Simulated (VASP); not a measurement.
# BN (Cmcm) in VASP: single point with HSE06

Aim: the single point of BN with HSE06.

Everything below comes from runs of VASP 6.6.1. Logs are shortened: lines on timing, memory, paths and dates and some standing lists are left out, and cuts for length are marked.

### 1 The cell of the first run

The typed cell holds 36 atoms: a = 7.465 Å, b = 7.465 Å, c = 6.495 Å, α = 90.00°, β = 90.00°, γ = 120.00°.

### 2 Single point, HSE06

POSCAR

```
BN
1.0
    7.4650312800      0.0000000000      0.0000000000
   -3.7325156400      6.4649067300      0.0000000000
    0.0000000000      0.0000000000      6.4954828800
B N
18 18
Direct
    0.1111968454      0.2221364880      0.2500000000
    0.2221364880      0.1111968454      0.7500000000
    0.1111968454      0.5554698213      0.2500000000
    0.2221364880      0.4445301787      0.7500000000
    0.1111968454      0.8888031546      0.2500000000
    0.2221364880      0.7778635120      0.7500000000
    0.4445301787      0.2221364880      0.2500000000
    0.5554698213      0.1111968454      0.7500000000
    0.4445301787      0.5554698213      0.2500000000
    0.5554698213      0.4445301787      0.7500000000
    0.4445301787      0.8888031546      0.2500000000
    0.5554698213      0.7778635120      0.7500000000
    0.7778635120      0.2221364880      0.2500000000
    0.8888031546      0.1111968454      0.7500000000
    0.7778635120      0.5554698213      0.2500000000
    0.8888031546      0.4445301787      0.7500000000
    0.7778635120      0.8888031546      0.2500000000
    0.8888031546      0.7778635120      0.7500000000
    0.1114069264      0.2219264070      0.7500000000
    0.2219264070      0.1114069264      0.2500000000
    0.1114069264      0.5552597403      0.7500000000
    0.2219264070      0.4447402597      0.2500000000
    0.1114069264      0.8885930736      0.7500000000
    0.2219264070      0.7780735930      0.2500000000
    0.4447402597      0.2219264070      0.7500000000
    0.5552597403      0.1114069264      0.2500000000
    0.4447402597      0.5552597403      0.7500000000
    0.5552597403      0.4447402597      0.2500000000
    0.4447402597      0.8885930736      0.7500000000
    0.5552597403      0.7780735930      0.2500000000
    0.7780735930      0.2219264070      0.7500000000
    0.8885930736      0.1114069264      0.2500000000
    0.7780735930      0.5552597403      0.7500000000
    0.8885930736      0.4447402597      0.2500000000
    0.7780735930      0.8885930736      0.7500000000
    0.8885930736      0.7780735930      0.2500000000
```

INCAR.step1

```
SYSTEM = BN
PREC     = Accurate       ! precision mode
ENCUT    = 520            ! plane-wave cutoff, eV
EDIFF    = 1E-5           ! SCF threshold, eV
ISMEAR   = -1             ! smearing method
SIGMA    = 0.01           ! smearing width, eV
LREAL    = Auto         
LASPH    = .TRUE.         ! aspherical terms in the spheres
NELM     = 80             ! most SCF steps
ALGO     = Normal         ! electronic algorithm
ISIF     = 2              ! what is computed and relaxed
LWAVE    = .TRUE.         ! write WAVECAR
LCHARG   = .FALSE.        ! write CHGCAR
GGA      = PE             ! functional
NBANDS   = 96             ! bands
```

INCAR.step2

```
SYSTEM = BN
PREC     = Accurate       ! precision mode
ENCUT    = 520            ! plane-wave cutoff, eV
EDIFF    = 1E-6           ! SCF threshold, eV
ISMEAR   = -1             ! smearing method
SIGMA    = 0.01           ! smearing width, eV
LREAL    = Auto         
LASPH    = .TRUE.         ! aspherical terms in the spheres
NELM     = 80             ! most SCF steps
ALGO     = Normal         ! electronic algorithm
ISIF     = 2              ! what is computed and relaxed
LWAVE    = .FALSE.        ! write WAVECAR
LCHARG   = .FALSE.        ! write CHGCAR
GGA      = PE             ! functional
LHFCALC  = .TRUE.         ! exact exchange
HFSCREEN = 0.2079         ! screening, 1/A
PRECFOCK = Fast         
ISTART   = 1            
NBANDS   = 96             ! bands
```

KPOINTS

```
Automatic mesh
0
Gamma
  1 1 1
  0.25 0.25 0.25
```

Potentials or basis: VASP PAW PBE potentials, release 64 (B, N).

Launch:

```
> cat potpaw_PBE.64/B/POTCAR potpaw_PBE.64/N/POTCAR > POTCAR
> cp INCAR.step1 INCAR
> mpirun -np 1 vasp_std > vasp.out
> cp INCAR.step2 INCAR
> mpirun -np 1 vasp_std > vasp.out
```

OUTCAR:

```text
SYSTEM = BN
   PREC = Accurate
   ENCUT = 520
   EDIFF = 1E-6
   ISMEAR = -1
   LREAL = Auto
   LASPH = .TRUE.
   NELM = 80
   ISIF = 2
   GGA = PE
   LHFCALC = .TRUE.
   HFSCREEN = 0.2079
   PRECFOCK = Fast
   ISTART = 1

 ion  position               nearest neighbor table
   1  0.111  0.222  0.250-  20 1.43  22 1.44  32 1.44
   2  0.222  0.111  0.750-  19 1.43  25 1.44  23 1.44
   3  0.111  0.555  0.250-  22 1.43  24 1.44  34 1.44
   4  0.222  0.445  0.750-  21 1.43  27 1.44  19 1.44
   5  0.111  0.889  0.250-  24 1.43  36 1.44  20 1.44
   6  0.222  0.778  0.750-  23 1.43  29 1.44  21 1.44
[... 28 lines left out ...]
  35  0.778  0.889  0.750-  18 1.43  12 1.44  14 1.44
  36  0.889  0.778  0.250-  17 1.43  15 1.44   5 1.44

  LATTYP: Found a hexagonal cell.
 ALAT       =     7.4650312800
 C/A-ratio  =     0.8701213212

  Lattice vectors:

 A1 = (   7.4650312800,   0.0000000000,   0.0000000000)
 A2 = (  -3.7325156400,   6.4649067300,   0.0000000000)
 A3 = (   0.0000000000,   0.0000000000,   6.4954828800)

Analysis of symmetry for initial positions (statically):
=====================================================================
 Subroutine PRICEL returns following result:

  LATTYP: Found a hexagonal cell.
 ALAT       =     2.4883437598
 C/A-ratio  =     2.6103639638

  Lattice vectors:

 A1 = (   2.4883437598,   0.0000000000,   0.0000000000)
 A2 = (  -1.2441718802,   2.1549689104,   0.0000000000)
 A3 = (   0.0000000000,   0.0000000000,   6.4954828800)

   9 primitive cells build up your supercell.

 Routine SETGRP: Setting up the symmetry group for a
 hexagonal supercell.

 Subroutine GETGRP returns: Found  8 space group operations
 (whereof  4 operations were pure point group operations)
 out of a pool of 24 trial point group operations.

The static configuration has the point symmetry C_2h.
 The point group associated with its full space group is D_2h.

Analysis of symmetry for dynamics (positions and initial velocities):
=====================================================================
 Subroutine PRICEL returns following result:

  LATTYP: Found a hexagonal cell.
 ALAT       =     2.4883437598
 C/A-ratio  =     2.6103639638

  Lattice vectors:

 A1 = (   2.4883437598,   0.0000000000,   0.0000000000)
 A2 = (  -1.2441718802,   2.1549689104,   0.0000000000)
 A3 = (   0.0000000000,   0.0000000000,   6.4954828800)

   9 primitive cells build up your supercell.

 Routine SETGRP: Setting up the symmetry group for a
 hexagonal supercell.

 Subroutine GETGRP returns: Found  8 space group operations
 (whereof  4 operations were pure point group operations)
 out of a pool of 24 trial point group operations.

The dynamic configuration has the point symmetry C_2h.
 The point group associated with its full space group is D_2h.

 Subroutine INISYM returns: Found  8 space group operations
 (whereof  4 operations are pure point group operations),
 and found     9 'primitive' translations

----------------------------------------------------------------------------------------

                                     Primitive cell

  volume of cell :      34.8308

  direct lattice vectors                    reciprocal lattice vectors
     2.488343760  0.000000000  0.000000000     0.401873735  0.232021909  0.000000000
    -1.244171880  2.154968910  0.000000000     0.000000000  0.464043818  0.000000000
     0.000000000  0.000000000  6.495482880     0.000000000  0.000000000  0.153953142

  length of vectors
     2.488343760  2.488343761  6.495482880     0.464043818  0.464043818  0.153953142

  position of ions in fractional coordinates (direct lattice)
     0.333590536  0.666409464  0.250000000
     0.666409464  0.333590536  0.750000000
     0.334220779  0.665779221  0.750000000
     0.665779221  0.334220779  0.250000000

  ion indices of the primitive-cell ions
   primitive index   ion index
                 1           1
                 2           2
                 3          19
                 4          20

----------------------------------------------------------------------------------------

 KPOINTS: Automatic mesh

Automatic generation of k-mesh.
 Grid dimensions read from file:
 generate k-points for:    1    1    1

 Generating k-lattice:

  Cartesian coordinates                     Fractional coordinates (reciprocal lattice)
     0.133957912  0.077340636  0.000000000     1.000000000  0.000000000  0.000000000
     0.000000000  0.154681273  0.000000000     0.000000000  1.000000000  0.000000000
     0.000000000  0.000000000  0.153953142     0.000000000  0.000000000  1.000000000

  Length of vectors
     0.154681273  0.154681273  0.153953142

  Shift w.r.t. Gamma in fractional coordinates (k-lattice)
     0.250000000  0.250000000  0.250000000

 Subroutine IBZKPT returns following result:
 ===========================================

 Found      2 irreducible k-points:

 Following reciprocal coordinates:
            Coordinates               Weight
  0.250000  0.250000  0.250000      4.000000
 -0.250000  0.500000  0.250000      8.000000
   k-points           NKPTS =      2   k-points in BZ     NKDIM =     12   number of bands    NBANDS=     96
   number of dos      NEDOS =    301   number of ions     NIONS =     36
   total plane-waves  NPLWV = 150528
   dimension x,y,z NGX =    56 NGY =   56 NGZ =   48
   dimension x,y,z NGXF=   112 NGYF=  112 NGZF=   96
   ions per type =              18  18
   NGX,Y,Z   is equivalent  to a cutoff of  12.47, 12.47, 12.29 a.u.
   NGXF,Y,Z  is equivalent  to a cutoff of  24.94, 24.94, 24.57 a.u.
 SYSTEM =  BN
   PREC   = accura    normal or accurate (medium, high low for compatibility)
   ISTART =      1    job   : 0-new  1-cont  2-samecut
   ICHARG =      0    charge: 1-file 2-atom 10-const
   ISPIN  =      1    spin polarized calculation?
   LNONCOLLINEAR =      F non collinear calculations
   LSORBIT =      F    spin-orbit coupling
   LASPH  =      T    aspherical Exc in radial PAW
   ENCUT  =  520.0 eV  38.22 Ry    6.18 a.u.  13.88 13.88 12.08*2*pi/ulx,y,z
   NELM   =     80;   NELMIN=  2; NELMDL=  0     # of ELM steps
   EDIFF  = 0.1E-05   stopping-criterion for ELM
   LREAL  =      T    real-space projection
   EDIFFG = 0.1E-04   stopping-criterion for IOM
   NSW    =      0    number of steps for IOM
   IBRION =     -1    ionic relax: 0-MD 1-quasi-New 2-CG
   NFREE  =      0    steps in history (QN), initial steepest desc. (CG)
   ISIF   =      2    stress and relaxation
   ISYM   =      3    0-nonsym 1-usesym 2-fastsym
   POTIM  = 0.5000    time-step for ionic-motion
   TEBEG  =    0.0;   TEEND  =   0.0 temperature during run
   PSTRESS=    0.0 pullay stress
   NELECT =     144.0000    total number of electrons
   NUPDOWN=      -1.0000    fix difference up-down
   EMIN   =  10.00;   EMAX   =-10.00  energy-range for DOS
   EFERMI =   0.00;   METHOD = LEGACY
   ISMEAR =    -1;   SIGMA  =   0.01  broadening in eV -4-tet -1-fermi 0-gaus
   EFERMI_NEDOS =   21; number of points for ismear=-14 and -15
   IALGO  =     38    algorithm
   IMIX   =      1    mixing-type and parameters
     AMIX     =   0.40;   BMIX     =  1.00
     AMIX_MAG =   1.60;   BMIX_MAG =  1.00
  volume/ion in A,a.u.               =       8.71        58.76
  Fermi-wavevector in a.u.,A,eV,Ry     =   1.263166  2.387038 21.709310  1.595589
  Thomas-Fermi vector in A             =   2.396537
   LORBIT       =      0    0 simple, 1 ext, 2 COOP (PROOUT), +10 PAW based schemes
   GGA     = PE    functional components
   LHFCALC =     T    Hartree Fock is set to
   PRECFOCK=fast      Normal, Fast or Accurate (Low or Medium for compatibility)
   ENCUT4O =  -1.0   cutoff for four orbital integrals eV
   NKREDX  =     1    reduce k-point grid by
   NKREDY  =     1    reduce k-point grid by
   NKREDZ  =     1    reduce k-point grid by
   AEXX    =    0.2500 exact exchange contribution
   HFSCREEN=    0.2079 screening length (either q_TF or 0.3 A-1)
   HFSCREENC=   0.2079 screening length for correlation (either q_TF or 0.3 A-1)
   ENCUTFOCK=  -1.0 apply spherical cutoff to Coloumb kernel
   IVDW    =     0    specifies the selected vdW correction
   LEPSILON=     F    determine dielectric tensor
   LRPA    =     F    only Hartree local field effects (RPA)
 non-spin polarized calculation
  energy-cutoff  :      520.00
  volume of cell :      313.48
 maximum number of plane-waves:      8452
  NGX = 30; NGY = 30; NGZ = 28

 number of electron     144.0000001 magnetization

 Free energy of the ion-electron system (eV)
  ---------------------------------------------------
  ext. energy  EPLUGINS =         0.00000000
  ---------------------------------------------------
  free energy    TOTEN  =      -367.49895984 eV

  energy without entropy =     -367.49895984  energy(sigma->0) =     -367.49895984

 E-fermi :   1.7098     XC(G=0):  -8.4662

 val. band max:        1.4371538702   @ k =   0.2500   0.2500   0.2500
 cond. band min:       7.6262515500   @ k =   0.2500   0.2500   0.2500
 fundamental gap:      6.1890976798
 Fermi energy:         1.7097878320

 k-point     1 :       0.2500    0.2500    0.2500
  band No.  band energies     occupation
      1     -17.5429      2.00000
      2     -17.2979      2.00000
      3     -16.9719      2.00000
      4     -16.9719      2.00000
      5     -16.7432      2.00000
      6     -16.7432      2.00000
[... 76 lines left out ...]
     83       9.9303      0.00000
     84      10.4580      0.00000

 k-point     2 :      -0.2500    0.5000    0.2500
  band No.  band energies     occupation
      1     -17.5438      2.00000
      2     -17.2989      2.00000
      3     -16.9729      2.00000
      4     -16.9704      2.00000
      5     -16.7443      2.00000
      6     -16.7416      2.00000
[... 76 lines left out ...]
     83       9.9650      0.00000
     84      10.4770      0.00000
 [bands above 84 left out]

------------------------ aborting loop because EDIFF is reached ----------------------------------------

  FORCE on cell =-STRESS in cart. coord.  units (eV):
  Direction    XX          YY          ZZ          XY          YZ          ZX
  --------------------------------------------------------------------------------------
  -------------------------------------------------------------------------------------
  Total        7.6591310      8.5152809      5.7995474      0.7414475      0.0000000      0.0000000
  in kB       39.1457612     43.5215366     29.6414431      3.7895327      0.0000000      0.0000000
  external PRESSURE =      37.4362470 kB  Pullay stress =       0.0000000 kB

 VOLUME and BASIS-vectors are now :
 -----------------------------------------------------------------------------
  energy-cutoff  :      520.00
  volume of cell :      313.48
      direct lattice vectors                 reciprocal lattice vectors
     7.465031280  0.000000000  0.000000000     0.133957912  0.077340636  0.000000000
    -3.732515640  6.464906730  0.000000000     0.000000000  0.154681273  0.000000000
     0.000000000  0.000000000  6.495482880     0.000000000  0.000000000  0.153953142

 POSITION                                       TOTAL-FORCE (eV/Angst)
 -----------------------------------------------------------------------------------
      0.00096      1.43609      1.62387        -0.191637      0.110642     -0.000000
      1.24321      0.71888      4.87161         0.191637     -0.110642     -0.000000
     -1.24321      3.59106      1.62387        -0.191637      0.110642     -0.000000
     -0.00096      2.87385      4.87161         0.191637     -0.110642     -0.000000
     -2.48738      5.74603      1.62387        -0.191637      0.110642      0.000000
     -1.24513      5.02882      4.87161         0.191637     -0.110642     -0.000000
[... 28 lines left out ...]
      2.49166      5.74467      4.87161        -0.192450      0.111111     -0.000000
      3.72920      5.03017      1.62387         0.192450     -0.111111      0.000000
 -----------------------------------------------------------------------------------
    total drift:                               -0.000000      0.000000     -0.000000

  FREE ENERGIE OF THE ION-ELECTRON SYSTEM (eV)
  ---------------------------------------------------
  free  energy   TOTEN  =      -367.4989598450 eV

  energy  without entropy=     -367.4989598450  energy(sigma->0) =     -367.49895984
```

Run time: 27 min. Hardware: 1 thread of Intel Xeon Platinum 8488C (Sapphire Rapids), shared host; peak memory 0.57 GiB.

What came out:

```yaml
Free_energy: -367.4990 eV
Pressure: 3.7 GPa
Largest_force: 0.222 eV/Å
Band_gap_on_the_k_mesh: 6.19 eV
```

Forces on the atoms (eV/Å):
```
B   -0.192  0.111  0.000
B    0.192 -0.111  0.000
B   -0.192  0.111  0.000
B    0.192 -0.111  0.000
B   -0.192  0.111  0.000
B    0.192 -0.111  0.000
B   -0.192  0.111  0.000
B    0.192 -0.111  0.000
B   -0.192  0.111  0.000
B    0.192 -0.111  0.000
B   -0.192  0.111  0.000
B    0.192 -0.111  0.000
B   -0.192  0.111  0.000
B    0.192 -0.111  0.000
B   -0.192  0.111  0.000
B    0.192 -0.111  0.000
B   -0.192  0.111  0.000
B    0.192 -0.111  0.000
N   -0.192  0.111  0.000
N    0.192 -0.111  0.000
N   -0.192  0.111  0.000
N    0.192 -0.111  0.000
N   -0.192  0.111  0.000
N    0.192 -0.111  0.000
N   -0.192  0.111  0.000
N    0.192 -0.111  0.000
N   -0.192  0.111  0.000
N    0.192 -0.111  0.000
N   -0.192  0.111  0.000
N    0.192 -0.111  0.000
N   -0.192  0.111  0.000
N    0.192 -0.111  0.000
N   -0.192  0.111  0.000
N    0.192 -0.111  0.000
N   -0.192  0.111  0.000
N    0.192 -0.111  0.000
```

Stress tensor (GPa, compression positive):
```
3.91 0.38 0.00
0.38 4.35 0.00
0.00 0.00 2.96
```

Caveat: the cell stands under pressure; the PAW data sets were made with another functional, which shifts forces and pressure a little; a shifted mesh leaves out Γ, where band edges can lie; this functional lacks dispersion, which binds layers or chains, so the pressure and a relaxed spacing across them are unreliable. A k mesh can miss the band edges.
